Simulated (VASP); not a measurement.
# Y (Pm-3m) in VASP: further runs, part 2 of 2

VASP 6.6.1.

## Step 4: Single point, RPBE

This run uses another cell than the first one, of 36.74 Å³/atom, 0.893 times its volume.

Contents of INCAR:

```
SYSTEM = Y
  PREC = Accurate
  ENCUT = 520
  EDIFF = 1E-6
  ISMEAR = -1
  SIGMA = 0.1
  LREAL = .FALSE.
  LASPH = .TRUE.
  NELM = 60
  ALGO = Normal
  ISIF = 2
  LWAVE = .FALSE.
  LCHARG = .FALSE.
  GGA = RP
  NBANDS = 12
```

Contents of KPOINTS:

```
Automatic mesh
0
G
  16 16 16
  0 0 0
```

Contents of POSCAR:

```
Y
1.0
    3.3243550648      0.0000000000      0.0000000000
    0.0000000000      3.3243550648      0.0000000000
    0.0000000000      0.0000000000      3.3243550648
Y
1
Direct
    0.0000000000      0.0000000000      0.0000000000
```

Potentials or basis: VASP PAW PBE potentials, release 64 (Y_sv).

On the command line:

```console
> cat potpaw_PBE.64/Y_sv/POTCAR > POTCAR
> mpirun -np 1 vasp_std > vasp.out
```

OUTCAR:

```text
SYSTEM = Y
   PREC = Accurate
   ENCUT = 520
   EDIFF = 1E-6
   ISMEAR = -1
   LREAL = .FALSE.
   LASPH = .TRUE.
   NELM = 60
   ISIF = 2
   GGA = RP

 ion  position               nearest neighbor table
   1  0.000  0.000  0.000-

  LATTYP: Found a simple cubic cell.
 ALAT       =     3.3243550648

  Lattice vectors:

 A1 = (   3.3243550648,   0.0000000000,   0.0000000000)
 A2 = (   0.0000000000,   3.3243550648,   0.0000000000)
 A3 = (   0.0000000000,   0.0000000000,   3.3243550648)

Analysis of symmetry for initial positions (statically):
=====================================================================
 Subroutine PRICEL returns:
 Original cell was already a primitive cell.

 Routine SETGRP: Setting up the symmetry group for a
 simple cubic supercell.

 Subroutine GETGRP returns: Found 48 space group operations
 (whereof 48 operations were pure point group operations)
 out of a pool of 48 trial point group operations.

The static configuration has the point symmetry O_h .

Analysis of symmetry for dynamics (positions and initial velocities):
=====================================================================
 Subroutine PRICEL returns:
 Original cell was already a primitive cell.

 Routine SETGRP: Setting up the symmetry group for a
 simple cubic supercell.

 Subroutine GETGRP returns: Found 48 space group operations
 (whereof 48 operations were pure point group operations)
 out of a pool of 48 trial point group operations.

The dynamic configuration has the point symmetry O_h .

 Subroutine INISYM returns: Found 48 space group operations
 (whereof 48 operations are pure point group operations),
 and found     1 'primitive' translations

----------------------------------------------------------------------------------------

                                     Primitive cell
[... 107 lines left out ...]
   IMIX   =      4    mixing-type and parameters
     AMIX     =   0.40;   BMIX     =  1.00
     AMIX_MAG =   1.60;   BMIX_MAG =  1.00
  volume/ion in A,a.u.               =      36.74       247.92
  Fermi-wavevector in a.u.,A,eV,Ry     =   1.095212  2.069651 16.320053  1.199490
  Thomas-Fermi vector in A             =   2.231532
   LORBIT       =      0    0 simple, 1 ext, 2 COOP (PROOUT), +10 PAW based schemes
   GGA     = RP    functional components
   LHFCALC =     F    Hartree Fock is set to
   AEXX    =    0.0000 exact exchange contribution
   IVDW    =     0    specifies the selected vdW correction
   LEPSILON=     F    determine dielectric tensor
   LRPA    =     F    only Hartree local field effects (RPA)
 non-spin polarized calculation
  energy-cutoff  :      520.00
  volume of cell :       36.74
 maximum number of plane-waves:      1021
 NGX is ok and might be reduce to    28
   NGX = 13   NGY = 13   NGZ = 13

 number of electron      11.0000000 magnetization

 Free energy of the ion-electron system (eV)
  ---------------------------------------------------
  ext. energy  EPLUGINS =         0.00000000
  ---------------------------------------------------
  free energy    TOTEN  =        -5.34950683 eV

  energy without entropy =       -5.26572557  energy(sigma->0) =       -5.30761620

 E-fermi :   2.5698     XC(G=0):  -8.8655

 val. band max:        2.5682071521   @ k =   0.1875   0.1875   0.0625
 cond. band min:       2.5746186692   @ k =   0.4375   0.0000   0.0000
 fundamental gap:      0.0064115170
 Fermi energy:         2.5697670492

 k-point     1 :       0.0000    0.0000    0.0000
  band No.  band energies     occupation
      1     -40.5976      2.00000
      2     -20.2897      2.00000
      3     -20.2897      2.00000
      4     -20.2897      2.00000
      5      -1.8174      2.00000
      6       2.0360      1.99043
      7       2.0360      1.99043
      8       7.4626      0.00000
      9       7.4626      0.00000
     10       7.4626      0.00000
     11      12.2933      0.00000
     12      12.2933      0.00000
[... 331 lines left out ...]
 k-point    24 :       0.5000    0.1250    0.0000
  band No.  band energies     occupation
      1     -40.5368      2.00000
      2     -20.8633      2.00000
      3     -20.3230      2.00000
      4     -20.2306      2.00000
      5       1.1350      2.00000
      6       2.1870      1.95739
      7       2.9426      0.04695
      8       5.2512      0.00000
      9       5.2721      0.00000
     10       7.3083      0.00000
     11       9.6200      0.00000
     12      12.8135      0.00000

 [... further k-points ...]
[... 5 lines left out ...]
  --------------------------------------------------------------------------------------
  -------------------------------------------------------------------------------------
  Total       -0.0231298     -0.0231298     -0.0231298     -0.0000000     -0.0000000      0.0000000
  in kB       -1.0086960     -1.0086960     -1.0086960     -0.0000000     -0.0000000      0.0000000
  external PRESSURE =      -1.0086960 kB  Pullay stress =       0.0000000 kB

 VOLUME and BASIS-vectors are now :
 -----------------------------------------------------------------------------
  energy-cutoff  :      520.00
  volume of cell :       36.74
      direct lattice vectors                 reciprocal lattice vectors
     3.324355065  0.000000000  0.000000000     0.300810226  0.000000000  0.000000000
     0.000000000  3.324355065  0.000000000     0.000000000  0.300810226  0.000000000
     0.000000000  0.000000000  3.324355065     0.000000000  0.000000000  0.300810226

 POSITION                                       TOTAL-FORCE (eV/Angst)
 -----------------------------------------------------------------------------------
      0.00000      0.00000      0.00000         0.000000      0.000000      0.000000
 -----------------------------------------------------------------------------------
    total drift:                               -0.000000     -0.000000     -0.000000

  FREE ENERGIE OF THE ION-ELECTRON SYSTEM (eV)
  ---------------------------------------------------
  free  energy   TOTEN  =        -5.3495068323 eV

  energy  without entropy=       -5.2657255740  energy(sigma->0) =       -5.30761620
```

OSZICAR:

```text
N       E                     dE             d eps       ncg     rms          rms(c)
DAV:   1     0.251443088477E+02    0.25144E+02   -0.54767E+03  3960   0.816E+02
DAV:   2    -0.418652653036E+01   -0.29331E+02   -0.28535E+02  4804   0.163E+02
DAV:   3    -0.554651722378E+01   -0.13600E+01   -0.13199E+01  5652   0.220E+01
DAV:   4    -0.558004758602E+01   -0.33530E-01   -0.33471E-01  4756   0.332E+00
DAV:   5    -0.558077170477E+01   -0.72412E-03   -0.72400E-03  5412   0.381E-01    0.181E+01
DAV:   6    -0.538250516141E+01    0.19827E+00   -0.22454E-01  4388   0.302E+00    0.110E+01
DAV:   7    -0.535311821789E+01    0.29387E-01   -0.28820E-01  4788   0.338E+00    0.104E+00
DAV:   8    -0.534989107612E+01    0.32271E-02   -0.47856E-02  4456   0.155E+00    0.352E-01
DAV:   9    -0.534962346797E+01    0.26761E-03   -0.10537E-03  4748   0.270E-01    0.124E-01
DAV:  10    -0.534952113968E+01    0.10233E-03   -0.62142E-04  4504   0.192E-01    0.392E-02
DAV:  11    -0.534950746526E+01    0.13674E-04   -0.94450E-05  4444   0.700E-02    0.217E-02
DAV:  12    -0.534950683229E+01    0.63296E-06   -0.34853E-06  4900   0.145E-02
   1 F= -.53495068E+01 E0= -.53076162E+01  d E =-.837813E-01
```

stdout:

```text
POSCAR found type information on POSCAR Y
 POSCAR found :  1 types and       1 ions
 scaLAPACK will be used
 -----------------------------------------------------------------------------
|                                                                             |
|                                                                             |
|     You enforced a specific xc type in the INCAR file but a different       |
|     I HOPE YOU KNOW WHAT YOU ARE DOING!                                     |
|                                                                             |
 -----------------------------------------------------------------------------

 LDA part: xc-table for (Slater+PW92), standard interpolation
 POSCAR, INCAR and KPOINTS ok, starting setup
 FFT: planning ... GRIDC
 FFT: planning ... GRID_SOFT
 FFT: planning ... GRID
 WAVECAR not read
 entering main loop
```

Run time: 24 s. Hardware: 1 thread of Intel Xeon 6975P-C (Granite Rapids), shared host; peak memory 0.22 GiB.

Results:

```
Free energy : -5.3495 eV
Pressure    : -0.1 GPa
```

Caveat: the PAW data sets were made with another functional, which shifts forces and pressure a little.

## Step 5: Overview

| task | cell | k mesh | cutoff (eV) | gap on the mesh (eV) | pressure (GPa) |
| --- | --- | --- | --- | --- | --- |
| single point | a = 3.452 Å, 1 atom | 11 × 11 × 11 | 520 | none | -2.4 |
| relaxation of cell and atoms | relaxed from a = 3.291 Å, 1 atom | 10 × 10 × 10 | 600 | none | 0.0 |
| single point | a = 3.324 Å, 1 atom | 16 × 16 × 16 | 520 | none | -0.1 |

Alike in all rows: level RPBE; potentials or basis VASP PAW PBE potentials, release 64 (Y_sv); no spin polarisation; smearing fermi-dirac 0.1 eV.

Caveats: the PAW data sets were made with another functional, which shifts forces and pressure a little.

Total energies depend on the potentials used, so only differences within one code and one set of settings carry meaning.
